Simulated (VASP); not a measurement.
Set up this calculation in VASP 6.6.1, as the native input.

- Task: single point
- Functional: PBEsol
- Potentials or basis: VASP PAW PBE potentials, release 64 (In_d, Sb)
- Cutoff: 520 eV
- k mesh: 8 × 8 × 8
- Occupations: gaussian, width 0.05 eV
- Spin: no spin polarisation
- Dipole correction: no
- Further INCAR settings: ALGO = Normal; EDIFF = 1e-07; NBANDS = 16

The structure of InSb lies in POSCAR:

```
InSb
1.0
    0.0000000000      3.2541885922      3.2541885922
    3.2541885922      0.0000000000      3.2541885922
    3.2541885922      3.2541885922      0.0000000000
In Sb
1 1
Direct
    0.0000000000      0.0000000000      0.0000000000
    0.7500000000      0.7500000000      0.7500000000
```

These files were run (other wordings do the same):

INCAR

```
PREC = Accurate ; ENCUT = 520
EDIFF = 1E-7 ; ISMEAR = 0
SIGMA = 0.05 ; LREAL = False
LASPH = True ; NELM = 80
ALGO = Normal ; ISIF = 2
LWAVE = False ; LCHARG = False
GGA = PS ; NBANDS = 16
```

KPOINTS

```
Automatic mesh
0
Gamma
  8 8 8
```

Potentials or basis: VASP PAW PBE potentials, release 64 (In_d, Sb).

Command:

```bash
$ cat potpaw_PBE.64/In_d/POTCAR potpaw_PBE.64/Sb/POTCAR > POTCAR
$ mpirun -np 1 vasp_std > vasp.out
```

It gave:

- Pressure: 0.2 GPa
- Band gap on the k mesh: zero (filled and empty bands touch)

Caveat: semilocal functionals underestimate gaps, so a narrow gap can read as zero; the PAW data sets were made with another functional, which shifts forces and pressure a little; spin-orbit coupling is left out, which moves the levels of the heavy elements.

Wall time 42 s on 1 thread of Intel Xeon 8259CL, with other jobs on the host, peak memory 0.22 GiB.
